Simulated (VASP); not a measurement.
Wanted: the native input for a VASP 6.6.1 run.

```
Task                   : single point
Functional             : BLYP
Dispersion             : D4
Potentials or basis    : VASP PAW PBE potentials, release 64 (Fe_sv, O)
Cutoff                 : 700 eV
k mesh                 : 11 × 11 × 11
Occupations            : fermi-dirac, width 0.05 eV
Spin                   : collinear spin, ferromagnetic start
Starting moments       : [3.0, 0.0] μB
Dipole correction      : no
Further INCAR settings : ALGO = Normal; EDIFF = 1e-06; NBANDS = 22
```

The structure of FeO lies in POSCAR:

```
FeO
1.0
    0.0000000000      2.1409337923      2.1409337923
    2.1409337923      0.0000000000      2.1409337923
    2.1409337923      2.1409337923      0.0000000000
Fe O
1 1
Direct
    0.0000000000      0.0000000000      0.0000000000
    0.5000000000      0.5000000000      0.5000000000
```

The input as run:

INCAR

```
PREC = Accurate ; ENCUT = 700
EDIFF = 1E-6 ; ISMEAR = -1
SIGMA = 0.05 ; LREAL = False
LASPH = True ; NELM = 200
ALGO = Normal ; ISIF = 2
LWAVE = False ; LCHARG = True
ISPIN = 2 ; MAGMOM = 3 0
LORBIT = 11 ; LMAXMIX = 4
GGA = B5 ; ALDAX = 1.0
AGGAX = 1.0 ; AGGAC = 1.0
ALDAC = 0.0 ; IVDW = 13
VDW_S6 = 1.0 ; VDW_S8 = 2.34076671
VDW_A1 = 0.44488865 ; VDW_A2 = 4.0933009
LELF = True ; LVHAR = True
NBANDS = 22 ; GGA_COMPAT = False
```

KPOINTS

```
Automatic mesh
0
Gamma
  11 11 11
```

Potentials or basis: VASP PAW PBE potentials, release 64 (Fe_sv, O).

Run with:

```bash
$ cat potpaw_PBE.64/Fe_sv/POTCAR potpaw_PBE.64/O/POTCAR > POTCAR
$ mpirun -np 1 vasp_std > vasp.out
```

It gave:

- Pressure: 122.8 GPa
- Band gap on the k mesh: zero (filled and empty bands overlap)
- Net moment: 4.00 μB per cell
- Site moments: Fe +3.46; O +0.32 μB
- Valence electrons inside the program's atomic spheres: Fe 13.65; O 5.02
- Dispersion energy per atom: -0.649 eV

Caveat: the cell stands under pressure; the PAW data sets were made with another functional, which shifts forces and pressure a little; a cell with one magnetic atom can't hold antiferromagnetic order, which such compounds often take; semilocal functionals often make such compounds metallic where correlation or magnetic order opens a gap, which also shifts bond lengths.

Wall time 87 s on 1 thread of Intel(R) Xeon(R) Platinum 8259CL CPU @ 2.50GHz (Skylake/Cascade Lake) (shared host), peak memory 0.21 GiB.
